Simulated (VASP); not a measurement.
Wanted: the native input for a VASP 6.6.1 run.

```yaml
Task: single point
Functional: PBEsol
Potentials_or_basis: VASP PAW PBE potentials, release 64 (Co)
Cutoff: 520 eV
k_mesh: 10 × 10 × 6
Occupations: fermi-dirac, width 0.05 eV
Spin: collinear spin, ferromagnetic start
Starting_moments: "[1.0, 1.0] μB"
Fixed_moment: 2 μB
Dipole_correction: no
Further_INCAR_settings: ALGO = Normal; EDIFF = 1e-07; NBANDS = 20
```

The structure of Co lies in POSCAR:

```
Co
1.0
    2.4873648738      0.0000000000      0.0000000000
   -1.2436824369      2.1541211692      0.0000000000
    0.0000000000      0.0000000000      4.0632895034
Co
2
Direct
    0.3333333333      0.6666666667      0.7401390000
    0.6666666667      0.3333333333      0.2598610000
```

The input as run:

INCAR

```
SYSTEM = Co
PREC     = Accurate       ! precision mode
ENCUT    = 520            ! plane-wave cutoff, eV
EDIFF    = 1E-7           ! SCF threshold, eV
ISMEAR   = -1             ! smearing method
SIGMA    = 0.05           ! smearing width, eV
LREAL    = .False.        ! projectors in reciprocal space
LASPH    = .True.         ! aspherical terms in the spheres
NELM     = 150            ! most SCF steps
ALGO     = Normal         ! electronic algorithm
ISIF     = 2              ! what is computed and relaxed
LWAVE    = .False.        ! write WAVECAR
LCHARG   = .False.        ! write CHGCAR
ISPIN    = 2              ! spin polarisation
MAGMOM   = 1 1            ! initial moments
LORBIT   = 11             ! projections on sites
NUPDOWN  = 2.0            ! fixed moment
LMAXMIX  = 4              ! l up to which the mixer works
GGA      = PS             ! functional
NBANDS   = 20             ! bands
```

KPOINTS

```
Automatic mesh
0
Gamma
  10 10 6
  0 0 0
```

Potentials or basis: VASP PAW PBE potentials, release 64 (Co).

Run with:

```bash
$ cat potpaw_PBE.64/Co/POTCAR > POTCAR
$ mpirun -np 1 vasp_std > vasp.out
```

Results of the run:

```yaml
Pressure: -17.2 GPa
Largest_force: 0.534 eV/Å
Net_moment: 2.00 μB per cell
Site_moments: Co +1.02 μB
Valence_electrons_inside_the_program's_atomic_spheres: Co 8.27
```

Caveat: the cell stands under tension; the PAW data sets were made with another functional, which shifts forces and pressure a little; the total moment is fixed, so each spin has its own Fermi level and the state may be an excited one.

Run time: 97 s on 1 thread of Intel Xeon 8259CL, on a shared host, peak memory 0.17 GiB.
